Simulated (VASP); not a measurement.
# CoSi2 in VASP: further runs

Aim: see how the results for CoSi2 move with the level of theory and the settings. Levels: PBE, PBE+D3(BJ), PBE+D4. Tasks: single point.

Everything below comes from runs of VASP 6.6.1. Logs are shortened: lines on timing, memory, paths and dates and some standing lists are left out, and cuts for length are marked.

### Step 1. The cell of the first run

It takes space group Fm-3m (No. 225, cubic). The conventional cell has a = 5.356 Å, b = 5.356 Å, c = 5.356 Å, α = 90.00°, β = 90.00°, γ = 90.00°. Within 3.1 Å of Co (site symmetry m-3m) lie 8 Si at 2.32 Å. Si (site symmetry -43m) has 4 Co at 2.32 Å and 6 Si at 2.68 Å within 3.1 Å.

### Step 2. Single point, PBE, collinear spin, ferromagnetic start

Input file INCAR:

```
SYSTEM = CoSi2
  PREC = Accurate
  ENCUT = 520
  EDIFF = 1E-7
  ISMEAR = -1
  SIGMA = 0.05
  LREAL = .FALSE.
  LASPH = .TRUE.
  NELM = 150
  ALGO = Normal
  ISIF = 2
  LWAVE = .FALSE.
  LCHARG = .TRUE.
  ISPIN = 2
  MAGMOM = 4 0 0
  LORBIT = 11
  NUPDOWN = 4.0
  LMAXMIX = 4
  GGA = PE
  LELF = .TRUE.
  LVHAR = .TRUE.
  NBANDS = 20
```

Input file KPOINTS:

```
Automatic mesh
0
G
  7 7 7
  0 0 0
```

Input file POSCAR:

```
CoSi2
1.0
    0.0000000000      2.6780000000      2.6780000000
    2.6780000000      0.0000000000      2.6780000000
    2.6780000000      2.6780000000      0.0000000000
Co Si
1 2
Direct
    0.0000000000      0.0000000000      0.0000000000
    0.7500000000      0.7500000000      0.7500000000
    0.2500000000      0.2500000000      0.2500000000
```

Potentials or basis: VASP PAW PBE potentials, release 64 (Co, Si).

The run is started by

```console
> cat potpaw_PBE.64/Co/POTCAR potpaw_PBE.64/Si/POTCAR > POTCAR
> mpirun -np 1 vasp_std > vasp.out
```

OUTCAR:

```text
SYSTEM = CoSi2
   PREC = Accurate
   ENCUT = 520
   EDIFF = 1E-7
   ISMEAR = -1
   LREAL = .FALSE.
   LASPH = .TRUE.
   NELM = 150
   ISIF = 2
   ISPIN = 2
   LORBIT = 11
   NUPDOWN = 4.0
   GGA = PE

 ion  position               nearest neighbor table
   1  0.000  0.000  0.000-   2 2.32   3 2.32   2 2.32   2 2.32   3 2.32   2 2.32   3 2.32   3 2.32

   2  0.750  0.750  0.750-   1 2.32   1 2.32   1 2.32   1 2.32   3 2.68   3 2.68   3 2.68   3 2.68
                             3 2.68   3 2.68
   3  0.250  0.250  0.250-   1 2.32   1 2.32   1 2.32   1 2.32   2 2.68   2 2.68   2 2.68   2 2.68
                             2 2.68   2 2.68

  LATTYP: Found a face centered cubic cell.
 ALAT       =     5.3560000000

  Lattice vectors:

 A1 = (   0.0000000000,   2.6780000000,   2.6780000000)
 A2 = (   2.6780000000,   0.0000000000,   2.6780000000)
 A3 = (   2.6780000000,   2.6780000000,   0.0000000000)

Analysis of symmetry for initial positions (statically):
=====================================================================
 Subroutine PRICEL returns:
 Original cell was already a primitive cell.

 Routine SETGRP: Setting up the symmetry group for a
 face centered cubic supercell.

 Subroutine GETGRP returns: Found 48 space group operations
 (whereof 48 operations were pure point group operations)
 out of a pool of 48 trial point group operations.

The static configuration has the point symmetry O_h .

Analysis of symmetry for dynamics (positions and initial velocities):
=====================================================================
 Subroutine PRICEL returns:
 Original cell was already a primitive cell.

 Routine SETGRP: Setting up the symmetry group for a
 face centered cubic supercell.

 Subroutine GETGRP returns: Found 48 space group operations
 (whereof 48 operations were pure point group operations)
 out of a pool of 48 trial point group operations.

The dynamic configuration has the point symmetry O_h .

Analysis of structural, dynamic, and magnetic symmetry:
=====================================================================
 Subroutine PRICEL returns:
 Original cell was already a primitive cell.

 Routine SETGRP: Setting up the symmetry group for a
 face centered cubic supercell.

 Subroutine GETGRP returns: Found 48 space group operations
 (whereof 48 operations were pure point group operations)
 out of a pool of 48 trial point group operations.

The overall configuration has the point symmetry O_h .

 Subroutine INISYM returns: Found 48 space group operations
 (whereof 48 operations are pure point group operations),
 and found     1 'primitive' translations

----------------------------------------------------------------------------------------

                                     Primitive cell

  volume of cell :      38.4115

  direct lattice vectors                    reciprocal lattice vectors
     0.000000000  2.678000000  2.678000000    -0.186706497  0.186706497  0.186706497
     2.678000000  0.000000000  2.678000000     0.186706497 -0.186706497  0.186706497
     2.678000000  2.678000000  0.000000000     0.186706497  0.186706497 -0.186706497

  length of vectors
     3.787263920  3.787263920  3.787263920     0.323385140  0.323385140  0.323385140

  position of ions in fractional coordinates (direct lattice)
     0.000000000  0.000000000  0.000000000
     0.750000000  0.750000000  0.750000000
     0.250000000  0.250000000  0.250000000

  ion indices of the primitive-cell ions
   primitive index   ion index
                 1           1
                 2           2
                 3           3

----------------------------------------------------------------------------------------

 KPOINTS: Automatic mesh

Automatic generation of k-mesh.
 Grid dimensions read from file:
 generate k-points for:    7    7    7

 Generating k-lattice:

  Cartesian coordinates                     Fractional coordinates (reciprocal lattice)
    -0.026672357  0.026672357  0.026672357     0.142857143  0.000000000  0.000000000
     0.026672357 -0.026672357  0.026672357     0.000000000  0.142857143  0.000000000
     0.026672357  0.026672357 -0.026672357     0.000000000  0.000000000  0.142857143

  Length of vectors
     0.046197877  0.046197877  0.046197877

  Shift w.r.t. Gamma in fractional coordinates (k-lattice)
     0.000000000  0.000000000  0.000000000

 Subroutine IBZKPT returns following result:
 ===========================================

 Found     20 irreducible k-points:

 Following reciprocal coordinates:
            Coordinates               Weight
  0.000000  0.000000  0.000000      1.000000
  0.142857  0.000000  0.000000      8.000000
  0.285714  0.000000  0.000000      8.000000
  0.428571  0.000000  0.000000      8.000000
  0.142857  0.142857  0.000000      6.000000
  0.285714  0.142857  0.000000     24.000000
[... 12 lines left out ...]
 -0.428571  0.428571  0.142857     24.000000
 -0.285714  0.428571  0.142857     24.000000
   k-points           NKPTS =     20   k-points in BZ     NKDIM =     20   number of bands    NBANDS=     20
   number of dos      NEDOS =    301   number of ions     NIONS =      3
   total plane-waves  NPLWV =  21952
   dimension x,y,z NGX =    28 NGY =   28 NGZ =   28
   dimension x,y,z NGXF=    56 NGYF=   56 NGZF=   56
   ions per type =               1   2
   NGX,Y,Z   is equivalent  to a cutoff of  12.29, 12.29, 12.29 a.u.
   NGXF,Y,Z  is equivalent  to a cutoff of  24.58, 24.58, 24.58 a.u.
 SYSTEM =  CoSi2
   PREC   = accura    normal or accurate (medium, high low for compatibility)
   ISTART =      0    job   : 0-new  1-cont  2-samecut
   ICHARG =      2    charge: 1-file 2-atom 10-const
   ISPIN  =      2    spin polarized calculation?
   LNONCOLLINEAR =      F non collinear calculations
   LSORBIT =      F    spin-orbit coupling
   LASPH  =      T    aspherical Exc in radial PAW
   ENCUT  =  520.0 eV  38.22 Ry    6.18 a.u.   7.04  7.04  7.04*2*pi/ulx,y,z
   NELM   =    150;   NELMIN=  2; NELMDL= -5     # of ELM steps
   EDIFF  = 0.1E-06   stopping-criterion for ELM
   LREAL  =      F    real-space projection
   EDIFFG = 0.1E-05   stopping-criterion for IOM
   NSW    =      0    number of steps for IOM
   IBRION =     -1    ionic relax: 0-MD 1-quasi-New 2-CG
   NFREE  =      0    steps in history (QN), initial steepest desc. (CG)
   ISIF   =      2    stress and relaxation
   ISYM   =      2    0-nonsym 1-usesym 2-fastsym
   POTIM  = 0.5000    time-step for ionic-motion
   TEBEG  =    0.0;   TEEND  =   0.0 temperature during run
   PSTRESS=    0.0 pullay stress
   NELECT =      17.0000    total number of electrons
   NUPDOWN=       4.0000    fix difference up-down
   EMIN   =  10.00;   EMAX   =-10.00  energy-range for DOS
   EFERMI =   0.00;   METHOD = LEGACY
   ISMEAR =    -1;   SIGMA  =   0.05  broadening in eV -4-tet -1-fermi 0-gaus
   EFERMI_NEDOS =   21; number of points for ismear=-14 and -15
   IALGO  =     38    algorithm
   IMIX   =      4    mixing-type and parameters
     AMIX     =   0.40;   BMIX     =  1.00
     AMIX_MAG =   1.60;   BMIX_MAG =  1.00
  volume/ion in A,a.u.               =      12.80        86.40
  Fermi-wavevector in a.u.,A,eV,Ry     =   1.247586  2.357596 21.177078  1.556471
  Thomas-Fermi vector in A             =   2.381712
   LORBIT       =     11    0 simple, 1 ext, 2 COOP (PROOUT), +10 PAW based schemes
   GGA     = PE    functional components
   LHFCALC =     F    Hartree Fock is set to
   AEXX    =    0.0000 exact exchange contribution
   IVDW    =     0    specifies the selected vdW correction
   LEPSILON=     F    determine dielectric tensor
   LRPA    =     F    only Hartree local field effects (RPA)
 spin polarized calculation
  energy-cutoff  :      520.00
  volume of cell :       38.41
 maximum number of plane-waves:      1047
   NGX = 15   NGY = 15   NGZ = 15

 number of electron      16.9999995 magnetization       3.9999998

 Free energy of the ion-electron system (eV)
  ---------------------------------------------------
  ext. energy  EPLUGINS =         0.00000000
  ---------------------------------------------------
  free energy    TOTEN  =       -14.07227716 eV

  energy without entropy =      -14.04823385  energy(sigma->0) =      -14.06025551

 E-fermi :   8.4983     XC(G=0): -11.7616

 val. band max:       12.9216871106   @ k =   0.4286   0.2857   0.0000
 cond. band min:       8.5344651710   @ k =   0.4286   0.1429   0.0000
 fundamental gap:     -4.3872219396
 Fermi energy:        13.0634343201

 spin component 1

 k-point     1 :       0.0000    0.0000    0.0000
  band No.  band energies     occupation
      1      -3.4430      1.00000
      2       4.6898      1.00000
      3       4.6898      1.00000
      4       4.6898      1.00000
      5       6.0364      1.00000
      6       6.0364      1.00000
[... 12 lines left out ...]
     19      20.0123      0.00000
[... 420 lines left out ...]
      3       3.2515      1.00000
      4       4.2498      1.00000
      5       6.0109      1.00000
      6       6.0131      1.00000
[... 12 lines left out ...]
     19      24.2558      0.00000
     20      27.3296      0.00000
 Fermi energy:         8.4982808339

 spin component 2

 k-point     1 :       0.0000    0.0000    0.0000
  band No.  band energies     occupation
      1      -2.5088      1.00000
      2       6.1228      1.00000
      3       6.1228      1.00000
      4       6.1228      1.00000
      5       8.3027      0.98038
      6       8.3027      0.98037
[... 12 lines left out ...]
     19      21.2454      0.00000
[... 421 lines left out ...]
      4       5.4094      1.00000
      5       7.6392      1.00000
      6       7.7026      1.00000
[... 12 lines left out ...]
     19      25.2935      0.00000
     20      28.3060      0.00000

------------------------ aborting loop because EDIFF is reached ----------------------------------------

  FORCE on cell =-STRESS in cart. coord.  units (eV):
  Direction    XX          YY          ZZ          XY          YZ          ZX
  --------------------------------------------------------------------------------------
  -------------------------------------------------------------------------------------
  Total        8.5571055      8.5571055      8.5571055      0.0000000      0.0000000     -0.0000000
  in kB      356.9240050    356.9240050    356.9240050      0.0000000      0.0000000     -0.0000000
  external PRESSURE =     356.9240050 kB  Pullay stress =       0.0000000 kB

 VOLUME and BASIS-vectors are now :
 -----------------------------------------------------------------------------
  energy-cutoff  :      520.00
  volume of cell :       38.41
      direct lattice vectors                 reciprocal lattice vectors
     0.000000000  2.678000000  2.678000000    -0.186706497  0.186706497  0.186706497
     2.678000000  0.000000000  2.678000000     0.186706497 -0.186706497  0.186706497
     2.678000000  2.678000000  0.000000000     0.186706497  0.186706497 -0.186706497

 POSITION                                       TOTAL-FORCE (eV/Angst)
 -----------------------------------------------------------------------------------
      0.00000      0.00000      0.00000        -0.000000     -0.000000     -0.000000
      4.01700      4.01700      4.01700         0.000000      0.000000      0.000000
      1.33900      1.33900      1.33900        -0.000000     -0.000000     -0.000000
 -----------------------------------------------------------------------------------
    total drift:                               -0.000000     -0.000000      0.000000

  FREE ENERGIE OF THE ION-ELECTRON SYSTEM (eV)
  ---------------------------------------------------
  free  energy   TOTEN  =       -14.0722771633 eV

  energy  without entropy=      -14.0482338513  energy(sigma->0) =      -14.06025551

 total charge

# of ion       s       p       d       tot
------------------------------------------
    1        0.561   0.708   7.349   8.617
    2        0.795   0.870   0.000   1.665
    3        0.795   0.870   0.000   1.665
--------------------------------------------------
tot          2.151   2.448   7.349  11.948

 magnetization (x)

# of ion       s       p       d       tot
------------------------------------------
    1        0.053   0.238   2.008   2.299
    2        0.120   0.213   0.000   0.333
    3        0.120   0.213   0.000   0.333
--------------------------------------------------
tot          0.294   0.664   2.008   2.966
```

Run time: 20 s. Hardware: 1 thread of Intel Xeon 6975P-C (Granite Rapids), shared host; peak memory 0.17 GiB.

What came out:

* Free energy: -14.0723 eV
* Pressure: 35.7 GPa
* Net moment: 4.00 μB per cell
* Site moments: Co +2.30; Si +0.33 μB
* Valence electrons inside the program's atomic spheres: Co 8.62; Si 1.67

Caveat: the total moment is fixed, so each spin has its own Fermi level.

### Step 3. Single point, PBE, collinear spin, ferromagnetic start

This run uses another cell than the first one, of 12.55 Å³/atom, 0.980 times its volume.

Input file INCAR:

```
SYSTEM = CoSi2
PREC     = Accurate       ! precision mode
ENCUT    = 520            ! plane-wave cutoff, eV
EDIFF    = 1E-6           ! SCF threshold, eV
ISMEAR   = -1             ! smearing method
SIGMA    = 0.05           ! smearing width, eV
LREAL    = .False.        ! projectors in reciprocal space
LASPH    = .True.         ! aspherical terms in the spheres
NELM     = 150            ! most SCF steps
ALGO     = Normal         ! electronic algorithm
ISIF     = 2              ! what is computed and relaxed
LWAVE    = .False.        ! write WAVECAR
LCHARG   = .False.        ! write CHGCAR
ISPIN    = 2              ! spin polarisation
MAGMOM   = 2 0 0          ! initial moments
LORBIT   = 11             ! projections on sites
LMAXMIX  = 4              ! l up to which the mixer works
GGA      = PE             ! functional
NBANDS   = 20             ! bands
```

Input file KPOINTS:

```
regular mesh
0
Gamma
  7 7 7
  0 0 0
```

Input file POSCAR:

```
CoSi2
1.0
    0.0000000000      2.6512200000      2.6780000000
    2.6512200000      0.0000000000      2.6780000000
    2.6512200000      2.6512200000      0.0000000000
Co Si
1 2
Direct
    0.0000000000      0.0000000000      0.0000000000
    0.7500000000      0.7500000000      0.7500000000
    0.2500000000      0.2500000000      0.2500000000
```

Potentials or basis: VASP PAW PBE potentials, release 64 (Co, Si).

The run is started by

```console
> cat potpaw_PBE.64/Co/POTCAR potpaw_PBE.64/Si/POTCAR > POTCAR
> mpirun -np 1 vasp_std > vasp.out
```

Wall time 49 s (1 thread of Intel Xeon Platinum 8259CL at 2.50GHz (Skylake/Cascade Lake), shared host); peak memory 0.19 GiB.

Results (log left out):

```
Free energy                                           : -19.2959 eV
Pressure                                              : 4.0 GPa
Net moment                                            : 0.00 μB per cell
Valence electrons inside the program's atomic spheres : Co 8.91; Si 1.60
```

Stress tensor (GPa, compression positive):
```
4.33 0.00 0.00
0.00 4.33 0.00
0.00 0.00 3.36
```

Levels at points of the mesh, in eV from the Fermi level:
Spin up:
| k point | band 5 | band 6 | band 7 | band 8 | band 9 | band 10 | band 11 | band 12 | band 13 | band 14 |
| --- | --- | --- | --- | --- | --- | --- | --- | --- | --- | --- |
| (0.00, 0.00, 0.00) | -2.03 | -1.98 | 0.95 | 3.37 | 3.42 | 3.42 | 3.48 | 3.48 | 3.55 | 5.51 |
Spin down:
```tsv
k point	band 5	band 6	band 7	band 8	band 9	band 10	band 11	band 12	band 13	band 14
(0.00, 0.00, 0.00)	-2.03	-1.98	0.95	3.37	3.42	3.42	3.48	3.48	3.55	5.51
```

Caveat: the starting moments collapsed, and a magnetic state may lie lower.

### Step 4. Single point, PBE+D3(BJ), collinear spin, ferromagnetic start

This run uses another cell than the first one, of 12.44 Å³/atom, 0.972 times its volume.

Input file INCAR:

```
SYSTEM = CoSi2
PREC     = Accurate       ! precision mode
ENCUT    = 520            ! plane-wave cutoff, eV
EDIFF    = 1E-6           ! SCF threshold, eV
ISMEAR   = -1             ! smearing method
SIGMA    = 0.05           ! smearing width, eV
LREAL    = .FALSE.        ! projectors in reciprocal space
LASPH    = .TRUE.         ! aspherical terms in the spheres
NELM     = 150            ! most SCF steps
ALGO     = Normal         ! electronic algorithm
ISIF     = 2              ! what is computed and relaxed
LWAVE    = .FALSE.        ! write WAVECAR
LCHARG   = .FALSE.        ! write CHGCAR
ISPIN    = 2              ! spin polarisation
MAGMOM   = 2 0 0          ! initial moments
LORBIT   = 11             ! projections on sites
LMAXMIX  = 4              ! l up to which the mixer works
GGA      = PE             ! functional
IVDW     = 12             ! dispersion correction
NBANDS   = 20             ! bands
```

Input file KPOINTS:

```
regular mesh
0
G
  9 9 9
  0 0 0
```

Input file POSCAR:

```
CoSi2
1.0
    0.0000000000      2.6524046849      2.6524046849
    2.6524046849      0.0000000000      2.6524046849
    2.6524046849      2.6524046849      0.0000000000
Co Si
1 2
Direct
    0.0000000000      0.0000000000      0.0000000000
    0.7500000000      0.7500000000      0.7500000000
    0.2500000000      0.2500000000      0.2500000000
```

The run is started by

```console
> cat potpaw_PBE.64/Co/POTCAR potpaw_PBE.64/Si/POTCAR > POTCAR
> mpirun -np 1 vasp_std > vasp.out
```

Wall time 38 s (1 thread of Intel Xeon 6975P-C (Granite Rapids), shared host); peak memory 0.19 GiB.

The run converged. Its results:

```yaml
Free_energy: -20.6408 eV
Pressure: -0.2 GPa
Net_moment: 0.00 μB per cell
Valence_electrons_inside_the_program's_atomic_spheres: Co 8.94; Si 1.61
Dispersion_energy_per_atom: -0.455 eV
```

Levels at points of the mesh, in eV from the Fermi level:
Spin up:
| k point | band 7 | band 8 | band 9 | band 10 | band 11 | band 12 |
| --- | --- | --- | --- | --- | --- | --- |
| (0.00, 0.00, 0.00) | 1.08 | 3.49 | 3.49 | 3.49 | 3.56 | 3.56 |
Spin down:
```
           k point  band 6  band 7  band 8  band 9  band 10  band 11  band 12  band 13
(0.00, 0.00, 0.00)   -1.97    1.08    3.49    3.49     3.49     3.56     3.56     3.56
```

Caveat: the starting moments collapsed, and a magnetic state may lie lower; pairwise dispersion overbinds metals, which lowers pressure and volume.

### Step 5. Single point, PBE+D4, collinear spin, ferromagnetic start

This run uses another cell than the first one, of 12.46 Å³/atom, 0.973 times its volume.

Input file INCAR:

```
PREC = Accurate ; ENCUT = 520
EDIFF = 1E-6 ; ISMEAR = -1
SIGMA = 0.05 ; LREAL = F
LASPH = T ; NELM = 150
ALGO = Normal ; ISIF = 2
LWAVE = F ; LCHARG = F
ISPIN = 2 ; MAGMOM = 2 0 0
LORBIT = 11 ; LMAXMIX = 4
GGA = PE ; IVDW = 13
NBANDS = 20
```

Input file KPOINTS:

```
regular mesh
0
Gamma
  9 9 9
```

Input file POSCAR:

```
CoSi2
1.0
    0.0000000000      2.6538390066      2.6538390066
    2.6538390066      0.0000000000      2.6538390066
    2.6538390066      2.6538390066      0.0000000000
Co Si
1 2
Direct
    0.0000000000      0.0000000000      0.0000000000
    0.7500000000      0.7500000000      0.7500000000
    0.2500000000      0.2500000000      0.2500000000
```

The run is started by

```console
> cat potpaw_PBE.64/Co/POTCAR potpaw_PBE.64/Si/POTCAR > POTCAR
> mpirun -np 1 vasp_std > vasp.out
```

Run time: 40 s. Hardware: 1 thread of Intel Xeon 6975P-C (Granite Rapids), shared host; peak memory 0.19 GiB.

The run converged. Its results:

```
Free energy                                           : -20.6910 eV
Pressure                                              : -0.2 GPa
Net moment                                            : 0.00 μB per cell
Valence electrons inside the program's atomic spheres : Co 8.93; Si 1.61
Dispersion energy per atom                            : -0.471 eV
```

Levels at points of the mesh, in eV from the Fermi level:
Spin up:
```
           k point  band 6  band 7  band 8  band 9  band 10  band 11  band 12  band 13
(0.00, 0.00, 0.00)   -1.96    1.06    3.49    3.49     3.49     3.55     3.55     3.55
```
Spin down:
```tsv
k point	band 7	band 8	band 9	band 10	band 11	band 12
(0.00, 0.00, 0.00)	1.06	3.49	3.49	3.49	3.55	3.55
```

Caveat: the starting moments collapsed, and a magnetic state may lie lower; pairwise dispersion overbinds metals, which lowers pressure and volume.
